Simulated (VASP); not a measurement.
# CdSe (Fm-3m) in VASP: further runs, part 2 of 2

VASP 6.6.1. The steps go on from the part before.

### Step 3. Single point, PBEsol

This run uses another cell than the first one, of 23.26 Å³/atom, 1.021 times its volume.

Contents of INCAR:

```
SYSTEM = CdSe
PREC = Accurate ; ENCUT = 520
EDIFF = 1E-6 ; ISMEAR = -1
SIGMA = 0.05 ; LREAL = .False.
LASPH = .True. ; NELM = 100
ALGO = Normal ; ISIF = 2
LWAVE = .False. ; LCHARG = .True.
GGA = PS ; LELF = .True.
LVHAR = .True. ; NBANDS = 16
```

Contents of KPOINTS:

```
Automatic mesh
0
Gamma
  8 8 8
  0 0 0
```

Contents of POSCAR:

```
CdSe
1.0
    0.0000000000      2.8546691101      2.8546691101
    2.8546691101      0.0000000000      2.8546691101
    2.8546691101      2.8546691101      0.0000000000
Cd Se
1 1
Direct
    0.0000000000      0.0000000000      0.0000000000
    0.5000000000      0.5000000000      0.5000000000
```

Potentials or basis: VASP PAW PBE potentials, release 64 (Cd, Se).

On the command line:

```
cat potpaw_PBE.64/Cd/POTCAR potpaw_PBE.64/Se/POTCAR > POTCAR
mpirun -np 1 vasp_std > vasp.out
```

Run time: 20 s. Hardware: 1 thread of Intel Xeon Platinum 8259CL at 2.50GHz (Skylake/Cascade Lake), shared host; peak memory 0.17 GiB.

It converged, with:

| Quantity | Value |
| --- | --- |
| Free energy | -5.9789 eV |
| Pressure | -2.4 GPa |
| Band gap on the k mesh | zero (band 9 reaches 2.30 eV, above the bottom of band 10 at 1.76 eV) |

Levels at points of the mesh, in eV from the Fermi level:
```
           k point  band 6  band 7  band 8  band 9  band 10  band 11  band 12  band 13
(0.00, 0.00, 0.00)   -7.99   -0.73   -0.73   -0.73    -0.05     8.50     8.50     8.50
(0.50, 0.00, 0.00)   -7.85   -5.17   -0.13   -0.13     2.79     5.08     5.08     5.92
(0.50, 0.50, 0.00)   -7.29   -4.35   -2.23   -2.23    -0.64     5.24     9.65    10.26
```

Caveat: the PAW data sets were made with another functional, which shifts forces and pressure a little.

### Step 4. Single point, LDA

This run uses another cell than the first one, of 23.74 Å³/atom, 1.042 times its volume.

Contents of INCAR:

```
SYSTEM = CdSe
ALGO = Normal
EDIFF = 1E-6
ENCUT = 520
GGA = CA
ISIF = 2
ISMEAR = -1
LASPH = .True.
LCHARG = .False.
LREAL = .False.
LWAVE = .False.
NBANDS = 16
NELM = 60
PREC = Accurate
SIGMA = 0.05
```

Contents of KPOINTS:

```
k-points
0
Gamma
  8 8 8
  0 0 0
```

Contents of POSCAR:

```
CdSe
1.0
    0.0000000000      2.8739580000      2.8739580000
    2.8739580000      0.0000000000      2.8739580000
    2.8739580000      2.8739580000      0.0000000000
Cd Se
1 1
Direct
    0.0000000000      0.0000000000      0.0000000000
    0.5000000000      0.5000000000      0.5000000000
```

Potentials or basis: VASP PAW LDA potentials, release 64 (Cd, Se).

On the command line:

```
cat potpaw_LDA.64/Cd/POTCAR potpaw_LDA.64/Se/POTCAR > POTCAR
mpirun -np 1 vasp_std > vasp.out
```

OUTCAR:

```text
SYSTEM = CdSe
   EDIFF = 1E-6
   ENCUT = 520
   GGA = CA
   ISIF = 2
   ISMEAR = -1
   LASPH = .True.
   LREAL = .False.
   NELM = 60
   PREC = Accurate

 ion  position               nearest neighbor table
   1  0.000  0.000  0.000-   2 2.87   2 2.87   2 2.87   2 2.87   2 2.87   2 2.87
   2  0.500  0.500  0.500-   1 2.87   1 2.87   1 2.87   1 2.87   1 2.87   1 2.87

  LATTYP: Found a face centered cubic cell.
 ALAT       =     5.7479160000

  Lattice vectors:

 A1 = (   0.0000000000,   2.8739580000,   2.8739580000)
 A2 = (   2.8739580000,   0.0000000000,   2.8739580000)
 A3 = (   2.8739580000,   2.8739580000,   0.0000000000)

Analysis of symmetry for initial positions (statically):
=====================================================================
 Subroutine PRICEL returns:
 Original cell was already a primitive cell.

 Routine SETGRP: Setting up the symmetry group for a
 face centered cubic supercell.

 Subroutine GETGRP returns: Found 48 space group operations
 (whereof 48 operations were pure point group operations)
 out of a pool of 48 trial point group operations.

The static configuration has the point symmetry O_h .

[... 159 lines left out ...]
 E-fermi :   2.2511     XC(G=0): -10.3258

 val. band max:        2.1611040311   @ k =  -0.2500   0.1250   0.0000
 cond. band min:       2.3594547801   @ k =   0.3750   0.3750   0.0000
 fundamental gap:      0.1983507490
 Fermi energy:         2.2510788163

 k-point     1 :       0.0000    0.0000    0.0000
  band No.  band energies     occupation
      1     -10.7571      2.00000
      2      -5.7491      2.00000
      3      -5.7491      2.00000
      4      -5.7295      2.00000
      5      -5.7295      2.00000
      6      -5.7295      2.00000
[... 433 lines left out ...]
      3      -5.7830      2.00000
      4      -5.7629      2.00000
      5      -5.5793      2.00000
      6      -5.5233      2.00000
[... 8 lines left out ...]
     15      13.2068      0.00000
     16      16.0262      0.00000

 [... further k-points ...]

------------------------ aborting loop because EDIFF is reached ----------------------------------------

  FORCE on cell =-STRESS in cart. coord.  units (eV):
  Direction    XX          YY          ZZ          XY          YZ          ZX
  --------------------------------------------------------------------------------------
  -------------------------------------------------------------------------------------
  Total       -1.6580924     -1.6580924     -1.6580924      0.0000000      0.0000000     -0.0000000
  in kB      -55.9561808    -55.9561808    -55.9561808      0.0000000      0.0000000     -0.0000000
  external PRESSURE =     -55.9561808 kB  Pullay stress =       0.0000000 kB

 VOLUME and BASIS-vectors are now :
 -----------------------------------------------------------------------------
  energy-cutoff  :      520.00
  volume of cell :       47.48
      direct lattice vectors                 reciprocal lattice vectors
     0.000000000  2.873958000  2.873958000    -0.173976098  0.173976098  0.173976098
     2.873958000  0.000000000  2.873958000     0.173976098 -0.173976098  0.173976098
     2.873958000  2.873958000  0.000000000     0.173976098  0.173976098 -0.173976098

 POSITION                                       TOTAL-FORCE (eV/Angst)
 -----------------------------------------------------------------------------------
      0.00000      0.00000      0.00000        -0.000000      0.000000      0.000000
      2.87396      2.87396      2.87396         0.000000     -0.000000     -0.000000
 -----------------------------------------------------------------------------------
    total drift:                               -0.000000      0.000000      0.000000

  FREE ENERGIE OF THE ION-ELECTRON SYSTEM (eV)
  ---------------------------------------------------
  free  energy   TOTEN  =        -6.5241992955 eV

  energy  without entropy=       -6.5203939819  energy(sigma->0) =       -6.52229664
```

Wall time 18 s (1 thread of Intel Xeon Platinum 8259CL at 2.50GHz (Skylake/Cascade Lake), shared host); peak memory 0.15 GiB.

Results:

* Free energy: -6.5242 eV
* Pressure: -5.6 GPa
* Band gap on the k mesh: zero (band 9 reaches 2.16 eV, above the bottom of band 10 at 1.52 eV)

### Step 5. Summary

```tsv
level	potentials or basis	cell	gap on the mesh (eV)	pressure (GPa)
PBEsol	VASP PAW PBE potentials, release 64 (Cd, Se)	a = 4.009 Å, angles 60.0°, 2 atoms	none	-1.1
PBEsol	VASP PAW PBE potentials, release 64 (Cd, Se)	a = 4.037 Å, angles 60.0°, 2 atoms	none	-2.4
LDA	VASP PAW LDA potentials, release 64 (Cd, Se)	a = 4.064 Å, angles 60.0°, 2 atoms	none	-5.6
```

Alike in all rows: task single point; no spin polarisation; k mesh 8 × 8 × 8; cutoff (eV) 520; smearing fermi-dirac 0.05 eV.

Caveats: the PAW data sets were made with another functional, which shifts forces and pressure a little (some runs).

Absolute energies hang on the potentials; compare differences alone.
